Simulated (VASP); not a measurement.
Input of a VASP 6.6.1 run:

INCAR

```
ALGO = Normal
EDIFF = 1E-6
ENCUT = 520
GGA = PE
ISIF = 2
ISMEAR = 0
LASPH = T
LCHARG = T
LELF = T
LREAL = F
LVHAR = T
LWAVE = F
NBANDS = 26
NELM = 60
PREC = Accurate
SIGMA = 0.05
```

File KPOINTS:

```
k-points
0
Gamma
  12 12 4
```

The input POSCAR:

```
C
1.0
    2.5810158241      0.0000000000      0.0000000000
   -1.2905079120      2.2352252712      0.0000000000
    0.0000000000      0.0000000000      8.5123092337
C
8
Direct
   -0.0110056021     -0.0220112043      0.0929732494
   -0.0110056021     -0.0220112043      0.5929732494
   -0.0110056021     -0.0220112043      0.4070267506
   -0.0110056021     -0.0220112043      0.9070267506
    0.3443389355      0.6886778709      0.1555299995
    0.6776722688      0.3553445376      0.6555299995
    0.3443389355      0.6886778709      0.3444700005
    0.6776722688      0.3553445376      0.8444700005
```

Potentials or basis: VASP PAW PBE potentials, release 64 (C).

Command:

```sh
$ cat potpaw_PBE.64/C/POTCAR > POTCAR
$ mpirun -np 1 vasp_std > vasp.out
```

Estimate the band gap on the k mesh.

3.35 eV (least direct gap 3.80 eV).

Predict the largest force.

2.903 eV/Å.

Stress tensor (GPa, compression positive):
```
-25.43   0.00   0.00
  0.00 -22.20   0.00
  0.00   0.00 -25.97
```

Caveat: the cell differs from its parent crystal (atoms displaced along a vibrational mode, the cell strained); the cell stands under tension; forces of over 1 eV/Å act on the atoms, so gaps and moduli don't describe the material at rest. A k mesh can miss the band edges.
